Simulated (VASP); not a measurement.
# Sb (P-1) in VASP: further runs

Runs on Sb. Level: PBEsol. Tasks: single point.

Everything below comes from runs of VASP 6.6.1. Logs are shortened: lines on timing, memory, paths and dates and some standing lists are left out, and cuts for length are marked.

**1. The cell of the first run**

The typed cell holds 2 atoms: a = 4.493 Å, b = 4.493 Å, c = 4.493 Å, α = 57.20°, β = 57.20°, γ = 57.20°.

**2. Single point, PBEsol (atom 1 (Sb) moved by (-0.300, +0.300) A along [1 1 0] and z)**

Input file INCAR:

```
ALGO     = Normal         # electronic algorithm
EDIFF    = 1E-6           # SCF threshold, eV
ENCUT    = 520            # plane-wave cutoff, eV
GGA      = PS             # functional
ISIF     = 2              # what is computed and relaxed
ISMEAR   = 0              # smearing method
LASPH    = T              # aspherical terms in the spheres
LCHARG   = F              # write CHGCAR
LREAL    = F              # projectors in reciprocal space
LWAVE    = F              # write WAVECAR
NBANDS   = 12             # bands
NELM     = 60             # most SCF steps
PREC     = Accurate       # precision mode
SIGMA    = 0.15           # smearing width, eV
```

Input file KPOINTS:

```
k-points
0
Gamma
  12 12 12
```

Input file POSCAR:

```
Sb
1.0
    2.1506003320      1.2416496806      3.7440000000
   -2.1506003320      1.2416496806      3.7440000000
    0.0000000000     -2.4832993611      3.7440000000
Sb
2
Direct
    0.1825556535      0.2811941737      0.3172983779
    0.7663600000      0.7663600000      0.7663600000
```

Potentials or basis: VASP PAW PBE potentials, release 64 (Sb).

Command:

```bash
> cat potpaw_PBE.64/Sb/POTCAR > POTCAR
> mpirun -np 1 vasp_std > vasp.out
```

OUTCAR:

```text
EDIFF = 1E-6
   ENCUT = 520
   GGA = PS
   ISIF = 2
   ISMEAR = 0
   LASPH = T
   LREAL = F
   NELM = 60
   PREC = Accurate

 ion  position               nearest neighbor table
   1  0.183  0.281  0.317-   2 2.91   2 2.93   2 3.02   2 3.23   2 3.31   2 3.33
   2  0.766  0.766  0.766-   1 2.91   1 2.93   1 3.02   1 3.23   1 3.31   1 3.33

  LATTYP: Found a trigonal (rhomboedric) cell.
 ALAT       =     4.4926953733
 COS(alpha) =     0.5417151843

  Lattice vectors:

 A1 = (   2.1506003320,   1.2416496806,   3.7440000000)
 A2 = (  -2.1506003320,   1.2416496806,   3.7440000000)
 A3 = (   0.0000000000,  -2.4832993611,   3.7440000000)

Analysis of symmetry for initial positions (statically):
=====================================================================
 Subroutine PRICEL returns:
 Original cell was already a primitive cell.

 Routine SETGRP: Setting up the symmetry group for a
 trigonal (rhombohedral) supercell.

 Subroutine GETGRP returns: Found  2 space group operations
 (whereof  1 operations were pure point group operations)
 out of a pool of 12 trial point group operations.

The static configuration has the point symmetry C_1 .
 The point group associated with its full space group is S_2 .

Analysis of symmetry for dynamics (positions and initial velocities):
=====================================================================
 Subroutine PRICEL returns:
 Original cell was already a primitive cell.

 Routine SETGRP: Setting up the symmetry group for a
 trigonal (rhombohedral) supercell.

 Subroutine GETGRP returns: Found  2 space group operations
 (whereof  1 operations were pure point group operations)
 out of a pool of 12 trial point group operations.

The dynamic configuration has the point symmetry C_1 .
 The point group associated with its full space group is S_2 .

 Subroutine INISYM returns: Found  2 space group operations
 (whereof  1 operations are pure point group operations),
 and found     1 'primitive' translations

----------------------------------------------------------------------------------------

                                     Primitive cell

  volume of cell :      59.9854

  direct lattice vectors                    reciprocal lattice vectors
[... 93 lines left out ...]
   ISIF   =      2    stress and relaxation
   ISYM   =      2    0-nonsym 1-usesym 2-fastsym
   POTIM  = 0.5000    time-step for ionic-motion
   TEBEG  =    0.0;   TEEND  =   0.0 temperature during run
   PSTRESS=    0.0 pullay stress
   NELECT =      10.0000    total number of electrons
   NUPDOWN=      -1.0000    fix difference up-down
   EMIN   =  10.00;   EMAX   =-10.00  energy-range for DOS
   EFERMI =   0.00;   METHOD = LEGACY
   ISMEAR =     0;   SIGMA  =   0.15  broadening in eV -4-tet -1-fermi 0-gaus
   EFERMI_NEDOS =   21; number of points for ismear=-14 and -15
   IALGO  =     38    algorithm
   IMIX   =      4    mixing-type and parameters
     AMIX     =   0.40;   BMIX     =  1.00
     AMIX_MAG =   1.60;   BMIX_MAG =  1.00
  volume/ion in A,a.u.               =      29.99       202.40
  Fermi-wavevector in a.u.,A,eV,Ry     =   0.901003  1.702649 11.045295  0.811806
  Thomas-Fermi vector in A             =   2.024030
   LORBIT       =      0    0 simple, 1 ext, 2 COOP (PROOUT), +10 PAW based schemes
   GGA     = PS    functional components
   LHFCALC =     F    Hartree Fock is set to
   AEXX    =    0.0000 exact exchange contribution
   IVDW    =     0    specifies the selected vdW correction
   LEPSILON=     F    determine dielectric tensor
   LRPA    =     F    only Hartree local field effects (RPA)
 non-spin polarized calculation
 Gauss-broadening in eV      SIGMA  =   0.15
  energy-cutoff  :      520.00
  volume of cell :       59.99
 maximum number of plane-waves:      1627
 NGX is ok and might be reduce to    36
   NGX = 17   NGY = 17   NGZ = 17

 number of electron      10.0000000 magnetization

 Free energy of the ion-electron system (eV)
  ---------------------------------------------------
  ext. energy  EPLUGINS =         0.00000000
  ---------------------------------------------------
  free energy    TOTEN  =        -9.07137700 eV

  energy without entropy =       -9.06604858  energy(sigma->0) =       -9.06871279

 E-fermi :   6.9301     XC(G=0):  -9.7123

 val. band max:        6.9208335106   @ k =   0.0833  -0.0833  -0.1667
 cond. band min:       6.9310142536   @ k =  -0.3333   0.3333   0.1667
 fundamental gap:      0.0101807430
 Fermi energy:         6.9300676417

 k-point     1 :       0.0000    0.0000    0.0000
  band No.  band energies     occupation
      1      -5.5082      2.00000
      2       2.3854      2.00000
      3       4.7298      2.00000
      4       5.5375      2.00000
      5       5.7557      2.00000
      6       9.5108      0.00000
      7       9.8182      0.00000
      8      10.3198      0.00000
      9      11.5364      0.00000
     10      12.2783      0.00000
     11      12.5931      0.00000
     12      13.7086      0.00000
[... 331 lines left out ...]
 k-point    24 :      -0.1667   -0.0000   -0.0833
  band No.  band energies     occupation
      1      -5.2418      2.00000
      2       1.4288      2.00000
      3       4.5792      2.00000
      4       5.2783      2.00000
      5       6.6525      1.99114
      6       8.0260      0.00000
      7       9.4652      0.00000
      8      10.1614      0.00000
      9      11.6293      0.00000
     10      12.3396      0.00000
     11      12.8538      0.00000
     12      14.6818      0.00000

 [... further k-points ...]

------------------------ aborting loop because EDIFF is reached ----------------------------------------

  FORCE on cell =-STRESS in cart. coord.  units (eV):
  Direction    XX          YY          ZZ          XY          YZ          ZX
  --------------------------------------------------------------------------------------
  -------------------------------------------------------------------------------------
  Total        0.0948432      0.1983989     -1.0497767      0.4601895      0.1836689     -0.0433548
  in kB        2.5332076      5.2991219    -28.0389413     12.2914003      4.9056915     -1.1579826
  external PRESSURE =      -6.7355373 kB  Pullay stress =       0.0000000 kB

 VOLUME and BASIS-vectors are now :
 -----------------------------------------------------------------------------
  energy-cutoff  :      520.00
  volume of cell :       59.99
      direct lattice vectors                 reciprocal lattice vectors
     2.150600332  1.241649681  3.744000000     0.232493222  0.134230024  0.089031339
    -2.150600332  1.241649681  3.744000000    -0.232493222  0.134230024  0.089031339
     0.000000000 -2.483299361  3.744000000     0.000000000 -0.268460048  0.089031339

 POSITION                                       TOTAL-FORCE (eV/Angst)
 -----------------------------------------------------------------------------------
     -0.21213     -0.21213      2.92424         0.098529      0.153474     -0.030402
      0.00000      0.00000      8.60776        -0.098529     -0.153474      0.030402
 -----------------------------------------------------------------------------------
    total drift:                                0.000000      0.000000      0.000000

  FREE ENERGIE OF THE ION-ELECTRON SYSTEM (eV)
  ---------------------------------------------------
  free  energy   TOTEN  =        -9.0713770009 eV

  energy  without entropy=       -9.0660485774  energy(sigma->0) =       -9.06871279
```

Wall time 7 min (1 thread of Intel Xeon Platinum 8259CL at 2.50GHz (Skylake/Cascade Lake), shared host); peak memory 0.62 GiB.

Results:

```
Free energy            : -9.0714 eV
Pressure               : -0.7 GPa
Largest force          : 0.185 eV/Å
Band gap on the k mesh : zero (bands 5 and 6 overlap by 0.64 eV)
```

Forces in eV/Å, atoms in the order of the input:
```
Sb   0.099  0.153 -0.030
Sb  -0.099 -0.153  0.030
```

Caveat: the cell differs from its parent crystal (atom 1 (Sb) moved by (-0.300, +0.300) A along [1 1 0] and z); the PAW data sets were made with another functional, which shifts forces and pressure a little; spin-orbit coupling is left out, which moves the levels of the heavy elements.

(Part 1 of 2 ends here.)

The gap in the log of VASP goes by the Fermi energy; the results here count the filled bands.